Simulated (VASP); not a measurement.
A run of VASP 6.6.1 is set up as follows.

INCAR

```
PREC     = Accurate       # precision mode
ENCUT    = 520            # plane-wave cutoff, eV
EDIFF    = 1E-7           # SCF threshold, eV
ISMEAR   = -1             # smearing method
SIGMA    = 0.02           # smearing width, eV
LREAL    = False          # projectors in reciprocal space
LASPH    = True           # aspherical terms in the spheres
NELM     = 80             # most SCF steps
ALGO     = Normal         # electronic algorithm
ISIF     = 2              # what is computed and relaxed
LWAVE    = False          # write WAVECAR
LCHARG   = False          # write CHGCAR
GGA      = PE             # functional
NBANDS   = 14             # bands
```

The input KPOINTS:

```
regular mesh
0
Gamma
  8 8 8
```

The input POSCAR:

```
NaCl
1.0
    0.0713160012      3.0872727775      3.0872727775
    3.0872727775      0.0713160012      3.0872727775
    3.1585887787      3.1585887787      0.0000000000
Na Cl
1 1
Direct
    0.0052379633      0.0052379633     -0.0052379633
    0.2447620367      0.2447620367      0.2552379633
```

Potentials or basis: VASP PAW PBE potentials, release 64 (Na_pv, Cl).

Command:

```console
$ cat potpaw_PBE.64/Na_pv/POTCAR potpaw_PBE.64/Cl/POTCAR > POTCAR
$ mpirun -np 1 vasp_std > vasp.out
```

What does it give for the largest force?

0.005 eV/Å.

Estimate the band gap on the k mesh.

4.87 eV, direct.

What does it give for the pressure?

0.7 GPa.

Stress tensor (GPa, compression positive):
```
 0.68 -0.26  0.00
-0.26  0.68  0.00
 0.00  0.00  0.66
```

Caveat: the cell differs from its parent crystal (shear xy strain +4.6%). A k mesh can miss the band edges.
